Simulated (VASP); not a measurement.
# ZnH2 (P-3m1) in VASP: a series of runs

The runs below take ZnH2 through relaxation of cell and atoms, with PBE.

Program: VASP 6.6.1. These are calculated values, not measurements. Logs are shortened: lines on timing, memory, paths and dates and some standing lists are left out, and cuts for length are marked.

### Step 1. The cell of the first run

It takes space group P-3m1 (No. 164, trigonal). The conventional cell has a = 2.789 Å, b = 2.789 Å, c = 4.789 Å, α = 90.00°, β = 90.00°, γ = 120.00°. Within 2.5 Å of Zn (site symmetry -3m) lie 6 H at 1.88 Å. H (site symmetry 3m) has 3 Zn at 1.88 Å and 3 H at 2.52 Å within 2.6 Å.

The cell was generated, and may not be a known phase.

### Step 2. Relaxation of cell and atoms, PBE

INCAR

```
ALGO = Normal ; EDIFF = 1E-7
EDIFFG = -0.01 ; ENCUT = 500
GGA = PE ; GGA_COMPAT = F
IBRION = 2 ; ISIF = 3
ISMEAR = 0 ; LASPH = T
LCHARG = F ; LREAL = F
LWAVE = F ; NELM = 120
NELMIN = 4 ; NSW = 100
PREC = Accurate ; SIGMA = 0.02
```

KPOINTS

```
k-points
0
Gamma
  12 12 6
```

POSCAR

```
ZnH2
1.0
    2.7892974922      0.0000000000      0.0000000000
   -1.3946487461      2.4156024869      0.0000000000
    0.0000000000      0.0000000000      4.7889491025
Zn H
1 2
Direct
    0.0000000000      0.0000000000      0.0000000000
    0.6666666667      0.3333333333      0.7976177136
    0.3333333333      0.6666666667      0.2023822864
```

Potentials or basis: VASP PAW PBE potentials, release 64 (Zn, H).

The run is started by

```
$ cat potpaw_PBE.64/Zn/POTCAR potpaw_PBE.64/H/POTCAR > POTCAR
$ mpirun -np 1 vasp_std > vasp.out
```

OUTCAR:

```text
EDIFF = 1E-7
   EDIFFG = -0.01
   ENCUT = 500
   GGA = PE
   IBRION = 2
   ISIF = 3
   ISMEAR = 0
   LASPH = T
   LREAL = F
   NELM = 120
   NELMIN = 4
   NSW = 100
   PREC = Accurate

 ion  position               nearest neighbor table
   1  0.000  0.000  0.000-   2 1.88   3 1.88   3 1.88   2 1.88   2 1.88   3 1.88
   2  0.667  0.333  0.798-   1 1.88   1 1.88   1 1.88
   3  0.333  0.667  0.202-   1 1.88   1 1.88   1 1.88

  LATTYP: Found a hexagonal cell.
 ALAT       =     2.7892974922
 C/A-ratio  =     1.7169015194

  Lattice vectors:

 A1 = (   2.7892974922,   0.0000000000,   0.0000000000)
 A2 = (  -1.3946487461,   2.4156024869,   0.0000000000)
 A3 = (   0.0000000000,   0.0000000000,   4.7889491025)

Analysis of symmetry for initial positions (statically):
=====================================================================
 Subroutine PRICEL returns:
 Original cell was already a primitive cell.

 Routine SETGRP: Setting up the symmetry group for a
 hexagonal supercell.

 Subroutine GETGRP returns: Found 12 space group operations
 (whereof 12 operations were pure point group operations)
 out of a pool of 24 trial point group operations.

The static configuration has the point symmetry D_3d.

Analysis of symmetry for dynamics (positions and initial velocities):
=====================================================================
 Subroutine PRICEL returns:
 Original cell was already a primitive cell.

 Routine SETGRP: Setting up the symmetry group for a
 hexagonal supercell.

 Subroutine GETGRP returns: Found 12 space group operations
 (whereof 12 operations were pure point group operations)
 out of a pool of 24 trial point group operations.

The dynamic configuration has the point symmetry D_3d.

 Subroutine INISYM returns: Found 12 space group operations
 (whereof 12 operations are pure point group operations),
 and found     1 'primitive' translations

----------------------------------------------------------------------------------------

                                     Primitive cell

  volume of cell :      32.2671

  direct lattice vectors                    reciprocal lattice vectors
     2.789297492  0.000000000  0.000000000     0.358513211  0.206987699  0.000000000
    -1.394648746  2.415602487  0.000000000     0.000000000  0.413975398  0.000000000
     0.000000000  0.000000000  4.788949103     0.000000000  0.000000000  0.208814080

  length of vectors
     2.789297492  2.789297492  4.788949103     0.413975398  0.413975398  0.208814080

  position of ions in fractional coordinates (direct lattice)
     0.000000000  0.000000000  0.000000000
     0.666666667  0.333333333  0.797617714
     0.333333333  0.666666667  0.202382286

  ion indices of the primitive-cell ions
   primitive index   ion index
[... 100 lines left out ...]
   GGA     = PE    functional components
   LHFCALC =     F    Hartree Fock is set to
   AEXX    =    0.0000 exact exchange contribution
   IVDW    =     0    specifies the selected vdW correction
   LEPSILON=     F    determine dielectric tensor
   LRPA    =     F    only Hartree local field effects (RPA)
 conjugate gradient relaxation of ions
 non-spin polarized calculation
 Gauss-broadening in eV      SIGMA  =   0.02
  energy-cutoff  :      500.00
  volume of cell :       32.27
 maximum number of plane-waves:       833
   NGX = 11   NGY = 11   NGZ = 17

--------------------------------------- Ionic step        1  -------------------------------------------

 number of electron      13.9999998 magnetization

 Free energy of the ion-electron system (eV)
  ---------------------------------------------------
  ext. energy  EPLUGINS =         0.00000000
  ---------------------------------------------------
  free energy    TOTEN  =        -7.02399182 eV

  energy without entropy =       -7.02399182  energy(sigma->0) =       -7.02399182

------------------------ aborting loop because EDIFF is reached ----------------------------------------

  FORCE on cell =-STRESS in cart. coord.  units (eV):
  Direction    XX          YY          ZZ          XY          YZ          ZX
  --------------------------------------------------------------------------------------
  -------------------------------------------------------------------------------------
  Total        0.0413694      0.0413694      0.0706312      0.0000000      0.0000000     -0.0000000
  in kB        2.0541371      2.0541371      3.5070894      0.0000000      0.0000000     -0.0000000
  external PRESSURE =       2.5384546 kB  Pullay stress =       0.0000000 kB
[... 98 lines left out ...]
--------------------------------------- Ionic step        4  -------------------------------------------

 number of electron      13.9999999 magnetization

 Free energy of the ion-electron system (eV)
  ---------------------------------------------------
  ext. energy  EPLUGINS =         0.00000000
  ---------------------------------------------------
  free energy    TOTEN  =        -7.02414214 eV

  energy without entropy =       -7.02414214  energy(sigma->0) =       -7.02414214

 E-fermi :  -0.9676     XC(G=0):  -8.7035

 val. band max:       -1.0562303189   @ k =   0.2500   0.2500   0.0000
 cond. band min:       1.0362174584   @ k =   0.3333   0.3333   0.0000
 fundamental gap:      2.0924477773
 Fermi energy:        -0.9676161112

 k-point     1 :       0.0000    0.0000    0.0000
  band No.  band energies     occupation
      1     -10.4213      2.00000
      2      -7.3137      2.00000
      3      -7.3137      2.00000
      4      -7.2602      2.00000
      5      -6.9201      2.00000
      6      -6.9201      2.00000
      7      -4.3667      2.00000
      8       3.1829      0.00000
      9      12.3453      0.00000
     10      12.9325      0.00000
     11      16.2223      0.00000
[... 309 lines left out ...]
 k-point    24 :       0.0000    0.1667    0.1667
  band No.  band energies     occupation
      1      -9.6997      2.00000
      2      -7.5253      2.00000
      3      -7.2129      2.00000
      4      -7.1659      2.00000
      5      -7.1298      2.00000
      6      -6.9457      2.00000
      7      -3.6651      2.00000
      8       4.4216      0.00000
      9       8.9015      0.00000
     10      10.3272      0.00000
     11      13.3576      0.00000

 [... further k-points ...]

------------------------ aborting loop because EDIFF is reached ----------------------------------------

  FORCE on cell =-STRESS in cart. coord.  units (eV):
  Direction    XX          YY          ZZ          XY          YZ          ZX
  --------------------------------------------------------------------------------------
  -------------------------------------------------------------------------------------
  Total       -0.0214948     -0.0214948      0.0222926      0.0000000      0.0000000     -0.0000000
  in kB       -1.0630655     -1.0630655      1.1025217      0.0000000      0.0000000     -0.0000000
  external PRESSURE =      -0.3412031 kB  Pullay stress =       0.0000000 kB
[... 18 lines left out ...]
  FREE ENERGIE OF THE ION-ELECTRON SYSTEM (eV)
  ---------------------------------------------------
  free  energy   TOTEN  =        -7.0241421439 eV

  energy  without entropy=       -7.0241421439  energy(sigma->0) =       -7.02414214

 reached required accuracy - stopping structural energy minimisation
```

OSZICAR:

```text
N       E                     dE             d eps       ncg     rms          rms(c)
DAV:   1     0.462654090017E+02    0.46265E+02   -0.72351E+03  2200   0.154E+03
DAV:   2    -0.555356447806E+01   -0.51819E+02   -0.49694E+02  2257   0.232E+02
DAV:   3    -0.758673697582E+01   -0.20332E+01   -0.20270E+01  2545   0.498E+01
DAV:   4    -0.759830658402E+01   -0.11570E-01   -0.11568E-01  2353   0.412E+00
[... 30 lines left out ...]
DAV:   1    -0.702425037142E+01   -0.11579E-03   -0.14473E-03  2497   0.982E-01    0.746E-02
DAV:   2    -0.702415378729E+01    0.96584E-04   -0.44301E-04  2491   0.646E-01    0.283E-02
DAV:   3    -0.702414586669E+01    0.79206E-05   -0.15334E-05  2254   0.482E-02    0.152E-02
DAV:   4    -0.702414219370E+01    0.36730E-05   -0.15169E-06  2776   0.234E-02    0.927E-04
DAV:   5    -0.702414214385E+01    0.49845E-07   -0.16519E-07  1532   0.589E-03
   4 F= -.70241421E+01 E0= -.70241421E+01  d E =-.150326E-03
```

CONTCAR:

```text
ZnH2
   1.00000000000000
     2.7922862978980678    0.0000000000000000   -0.0000000000000000
    -1.3961431489490339    2.4181908685613180    0.0000000000000000
    -0.0000000000000000    0.0000000000000000    4.7977102394386808
  Zn              H
     1     2
Direct
     0.0000000000000000    0.0000000000000000    0.0000000000000000
     0.6666666667000030    0.3333333332999970    0.7972175775889765
     0.3333333332999970    0.6666666667000030    0.2027824224110236

  0.00000000E+00  0.00000000E+00  0.00000000E+00
  0.00000000E+00  0.00000000E+00  0.00000000E+00
  0.00000000E+00  0.00000000E+00  0.00000000E+00
```

Run time: 61 s. Hardware: 1 thread of Intel Xeon 8259CL, shared host; peak memory 0.16 GiB.

What came out:

* Free energy: -7.0241 eV
* Relaxed volume: 10.80 Å³/atom
* Relaxed cell: a = 2.792 Å, b = 2.792 Å, c = 4.798 Å, α = 90.00°, β = 90.00°, γ = 120.00°
* Space group after relaxing (to 0.1 Å): P-3m1 (No. 164)
* Energy gained by relaxing: 0.1 meV/atom
* Ionic steps: 4
* Pressure after relaxing: 0.0 GPa
* Band gap on the k mesh: 2.09 eV (least direct gap 3.33 eV)

Step by step:
| step | energy change (eV) | largest force (eV/Å) | pressure (GPa) | volume (Å³) |
| --- | --- | --- | --- | --- |
| 1 | 0.0000 | 0.0247 | 0.25 | 32.27 |
| 2 | -0.0001 | 0.0099 | 0.08 | 32.35 |
| 3 | -0.0001 | 0.0037 | -0.09 | 32.42 |
| 4 | -0.0002 | 0.0011 | -0.03 | 32.40 |

Final structure:
```
Zn H
1.0
     2.79229    0.00000    0.00000
    -1.39614    2.41819    0.00000
     0.00000    0.00000    4.79771
Zn H
1 2
Direct
  0.00000 0.00000 0.00000
  0.66667 0.33333 0.79722
  0.33333 0.66667 0.20278
```

### Step 3. Relaxation of cell and atoms, PBE

This run uses another cell than the first one, of 11.63 Å³/atom.

INCAR

```
SYSTEM = ZnH2
ALGO = Normal
EDIFF = 1E-7
EDIFFG = -0.01
ENCUT = 500
GGA = PE
GGA_COMPAT = .False.
IBRION = 2
ISIF = 3
ISMEAR = 0
LASPH = .True.
LCHARG = .False.
LREAL = .False.
LWAVE = .False.
NELM = 120
NELMIN = 4
NSW = 100
PREC = Accurate
SIGMA = 0.02
```

KPOINTS

```
k-points
0
Gamma
  12 12 6
  0 0 0
```

POSCAR

```
ZnH2
1.0
    2.7908798885      0.0000000000      0.0000000000
   -1.3954399442      2.4169728823      0.0000000000
    0.0000000000      0.0000000000      5.1702593619
Zn H
1 2
Direct
    0.0000000000      0.0000000000      0.0000000000
    0.6666666667      0.3333333333      0.8122047904
    0.3333333333      0.6666666667      0.1877952096
```

Potentials or basis: VASP PAW PBE potentials, release 64 (Zn, H).

The run is started by

```
$ cat potpaw_PBE.64/Zn/POTCAR potpaw_PBE.64/H/POTCAR > POTCAR
$ mpirun -np 1 vasp_std > vasp.out
```

OUTCAR:

```text
SYSTEM = ZnH2
   EDIFF = 1E-7
   EDIFFG = -0.01
   ENCUT = 500
   GGA = PE
   IBRION = 2
   ISIF = 3
   ISMEAR = 0
   LASPH = .True.
   LREAL = .False.
   NELM = 120
   NELMIN = 4
   NSW = 100
   PREC = Accurate

 ion  position               nearest neighbor table
   1  0.000  0.000  0.000-   2 1.88   3 1.88   3 1.88   2 1.88   2 1.88   3 1.88
   2  0.667  0.333  0.812-   1 1.88   1 1.88   1 1.88
   3  0.333  0.667  0.188-   1 1.88   1 1.88   1 1.88

  LATTYP: Found a hexagonal cell.
 ALAT       =     2.7908798885
 C/A-ratio  =     1.8525553118

  Lattice vectors:

 A1 = (   2.7908798885,   0.0000000000,   0.0000000000)
 A2 = (  -1.3954399442,   2.4169728823,   0.0000000000)
 A3 = (   0.0000000000,   0.0000000000,   5.1702593619)

Analysis of symmetry for initial positions (statically):
=====================================================================
 Subroutine PRICEL returns:
 Original cell was already a primitive cell.

 Routine SETGRP: Setting up the symmetry group for a
 hexagonal supercell.

 Subroutine GETGRP returns: Found 12 space group operations
 (whereof 12 operations were pure point group operations)
 out of a pool of 24 trial point group operations.

The static configuration has the point symmetry D_3d.

Analysis of symmetry for dynamics (positions and initial velocities):
=====================================================================
 Subroutine PRICEL returns:
 Original cell was already a primitive cell.

 Routine SETGRP: Setting up the symmetry group for a
 hexagonal supercell.

 Subroutine GETGRP returns: Found 12 space group operations
 (whereof 12 operations were pure point group operations)
 out of a pool of 24 trial point group operations.

[... 178 lines left out ...]
    total drift:                                0.000000      0.000000     -0.000000

  FREE ENERGIE OF THE ION-ELECTRON SYSTEM (eV)
  ---------------------------------------------------
  free  energy   TOTEN  =        -7.0260773650 eV

  energy  without entropy=       -7.0260773650  energy(sigma->0) =       -7.02607736

--------------------------------------- Ionic step        2  -------------------------------------------

 number of electron      13.9999970 magnetization

 Free energy of the ion-electron system (eV)
  ---------------------------------------------------
  ext. energy  EPLUGINS =         0.00000000
  ---------------------------------------------------
  free energy    TOTEN  =        -7.02609705 eV

  energy without entropy =       -7.02609705  energy(sigma->0) =       -7.02609705

 E-fermi :  -1.2901     XC(G=0):  -8.2486

 val. band max:       -1.4465458532   @ k =   0.2500   0.2500   0.0000
 cond. band min:       0.7742348668   @ k =   0.3333   0.3333   0.0000
 fundamental gap:      2.2207807200
 Fermi energy:        -1.2901379419

 k-point     1 :       0.0000    0.0000    0.0000
  band No.  band energies     occupation
      1     -10.7226      2.00000
      2      -7.6536      2.00000
      3      -7.6536      2.00000
      4      -7.5738      2.00000
      5      -7.2597      2.00000
      6      -7.2597      2.00000
      7      -4.9183      2.00000
      8       2.7227      0.00000
      9      11.7085      0.00000
     10      12.0575      0.00000
     11      15.9385      0.00000
[... 309 lines left out ...]
 k-point    24 :       0.0000    0.1667    0.1667
  band No.  band energies     occupation
      1     -10.0204      2.00000
      2      -7.8709      2.00000
      3      -7.5437      2.00000
      4      -7.5055      2.00000
      5      -7.4669      2.00000
      6      -7.2852      2.00000
      7      -4.0940      2.00000
      8       3.8425      0.00000
      9       8.4932      0.00000
     10       9.6876      0.00000
     11      13.0527      0.00000

 [... further k-points ...]

------------------------ aborting loop because EDIFF is reached ----------------------------------------

  FORCE on cell =-STRESS in cart. coord.  units (eV):
  Direction    XX          YY          ZZ          XY          YZ          ZX
  --------------------------------------------------------------------------------------
  -------------------------------------------------------------------------------------
  Total       -0.0002238     -0.0002238     -0.0052314     -0.0000000     -0.0000000      0.0000000
  in kB       -0.0102772     -0.0102772     -0.2401877     -0.0000000     -0.0000000      0.0000000
  external PRESSURE =      -0.0869141 kB  Pullay stress =       0.0000000 kB

 VOLUME and BASIS-vectors are now :
 -----------------------------------------------------------------------------
  energy-cutoff  :      500.00
  volume of cell :       34.90
      direct lattice vectors                 reciprocal lattice vectors
     2.791583824  0.000000000  0.000000000     0.358219585  0.206818174  0.000000000
    -1.395791912  2.417582508 -0.000000000    -0.000000000  0.413636348 -0.000000000
    -0.000000000  0.000000000  5.170635508    -0.000000000  0.000000000  0.193399825

 POSITION                                       TOTAL-FORCE (eV/Angst)
 -----------------------------------------------------------------------------------
      0.00000      0.00000     -0.00000         0.000000      0.000000      0.000000
      1.39579      0.80586      4.19891         0.000000      0.000000     -0.009357
     -0.00000      1.61172      0.97172        -0.000000     -0.000000      0.009357
 -----------------------------------------------------------------------------------
    total drift:                                0.000000      0.000000     -0.000000

  FREE ENERGIE OF THE ION-ELECTRON SYSTEM (eV)
  ---------------------------------------------------
  free  energy   TOTEN  =        -7.0260970478 eV

  energy  without entropy=       -7.0260970478  energy(sigma->0) =       -7.02609705

 reached required accuracy - stopping structural energy minimisation
```

OSZICAR:

```text
N       E                     dE             d eps       ncg     rms          rms(c)
DAV:   1     0.470165395741E+02    0.47017E+02   -0.72864E+03  2200   0.150E+03
DAV:   2    -0.540785937310E+01   -0.52424E+02   -0.50313E+02  2260   0.233E+02
[... 12 lines left out ...]
   1 F= -.70260774E+01 E0= -.70260774E+01  d E =-.702608E+01
       N       E                     dE             d eps       ncg     rms          rms(c)
DAV:   1    -0.702615500438E+01   -0.77636E-04   -0.10807E-03  2464   0.740E-01    0.545E-02
DAV:   2    -0.702610561564E+01    0.49389E-04   -0.24211E-04  2506   0.460E-01    0.235E-02
DAV:   3    -0.702609983717E+01    0.57785E-05   -0.10749E-05  2290   0.393E-02    0.122E-02
DAV:   4    -0.702609701765E+01    0.28195E-05   -0.15915E-06  2311   0.197E-02    0.887E-04
DAV:   5    -0.702609704778E+01   -0.30135E-07   -0.17002E-07  1929   0.456E-03
   2 F= -.70260970E+01 E0= -.70260970E+01  d E =-.196828E-04
```

CONTCAR:

```text
ZnH2
   1.00000000000000
     2.7915838241095909    0.0000000000000146    0.0000000000000000
    -1.3957919120047702    2.4175825084204878   -0.0000000000000000
    -0.0000000000000000    0.0000000000000000    5.1706355078370096
  Zn              H
     1     2
Direct
     0.0000000000000000    0.0000000000000000    0.0000000000000000
     0.6666666667000030    0.3333333332999970    0.8120691899666533
     0.3333333332999970    0.6666666667000030    0.1879308100333466

  0.00000000E+00  0.00000000E+00  0.00000000E+00
  0.00000000E+00  0.00000000E+00  0.00000000E+00
  0.00000000E+00  0.00000000E+00  0.00000000E+00
```

It took 38 s on 1 thread of Intel Xeon 8259CL, shared host; peak memory 0.17 GiB.

Results:

| Quantity | Value |
| --- | --- |
| Free energy | -7.0261 eV |
| Relaxed volume | 11.63 Å³/atom |
| Relaxed cell | a = 2.792 Å, b = 2.792 Å, c = 5.171 Å, α = 90.00°, β = 90.00°, γ = 120.00° |
| Space group after relaxing (to 0.1 Å) | P-3m1 (No. 164) |
| Energy gained by relaxing | 0.0 meV/atom |
| Ionic steps | 2 |
| Pressure after relaxing | 0.0 GPa |
| Largest force after relaxing | 0.009 eV/Å |
| Band gap on the k mesh | 2.22 eV (least direct gap 3.36 eV) |

Forces in eV/Å, atoms in the order of the input:
```
Zn   0.000  0.000  0.000
H    0.000  0.000 -0.009
H    0.000  0.000  0.009
```

Final structure:
```cif
data_structure
_symmetry_space_group_name_H-M 'P 1'
_symmetry_Int_Tables_number 1
_cell_length_a 2.7916
_cell_length_b 2.7916
_cell_length_c 5.1706
_cell_angle_alpha 90.000
_cell_angle_beta 90.000
_cell_angle_gamma 120.000
_cell_volume 34.90
loop_
_atom_site_label
_atom_site_type_symbol
_atom_site_fract_x
_atom_site_fract_y
_atom_site_fract_z
_atom_site_occupancy
Zn1 Zn 0.00000 0.00000 0.00000 1
H1 H 0.66667 0.33333 0.81207 1
H2 H 0.33333 0.66667 0.18793 1
```

Levels at points of the mesh, in eV from the valence-band top:
```tsv
k point	band 3	band 4	band 5	band 6	band 7	band 8	band 9	band 10	band 11
(0.00, 0.00, 0.00)	-6.21	-6.13	-5.81	-5.81	-3.47	4.17	13.16	13.50	17.38
(0.50, 0.00, 0.00)	-5.93	-5.85	-5.57	-4.05	-0.99	3.96	4.96	9.65	10.98
(0.00, 0.00, 0.50)	-6.21	-6.06	-5.81	-5.81	-4.07	7.49	8.47	14.23	15.71
(0.50, 0.00, 0.50)	-5.93	-5.85	-5.57	-3.97	-0.92	3.47	4.15	11.13	12.12
```

A k mesh can miss the band edges.
